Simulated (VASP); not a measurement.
Input of a VASP 6.6.1 run:

File INCAR:

```
SYSTEM = TaW2
PREC = Accurate
ENCUT = 520
EDIFF = 1E-6
ISMEAR = 0
SIGMA = 0.1
LREAL = .FALSE.
LASPH = .TRUE.
NELM = 100
ALGO = Fast
ISIF = 2
LWAVE = .FALSE.
LCHARG = .TRUE.
GGA = PE
LELF = .TRUE.
LVHAR = .TRUE.
NBANDS = 48
```

The input KPOINTS:

```
regular mesh
0
G
  6 6 4
  0 0 0
```

Contents of POSCAR:

```
TaW2
1.0
    4.7274245200      0.0000000000      0.0000000000
   -2.3637122600      4.0940697300      0.0000000000
    0.0000000000      0.0000000000      5.9078369900
Ta W
2 4
Direct
    0.3333333300      0.6666666700      0.2500000000
    0.6666666700      0.3333333300      0.7500000000
    0.0000000000      0.0000000000      0.0000000000
    0.0000000000      0.0000000000      0.5000000000
    0.3333333300      0.6666666700      0.7500000000
    0.6666666700      0.3333333300      0.2500000000
```

Potentials or basis: VASP PAW PBE potentials, release 64 (Ta_pv, W_sv).

Run with:

```bash
$ cat potpaw_PBE.64/Ta_pv/POTCAR potpaw_PBE.64/W_sv/POTCAR > POTCAR
$ mpirun -np 1 vasp_std > vasp.out
```

What does it give for the pressure?

-19.4 GPa.

Estimate the band gap on the k mesh.

zero (bands 39 and 40 overlap by 0.97 eV).

Stress tensor (GPa, compression positive):
```
 -9.61   0.00   0.00
  0.00  -9.61   0.00
  0.00   0.00 -38.94
```

Caveat: the stress differs along the axes, from -39 to -10 GPa; spin-orbit coupling is left out, which moves the levels of the heavy elements.
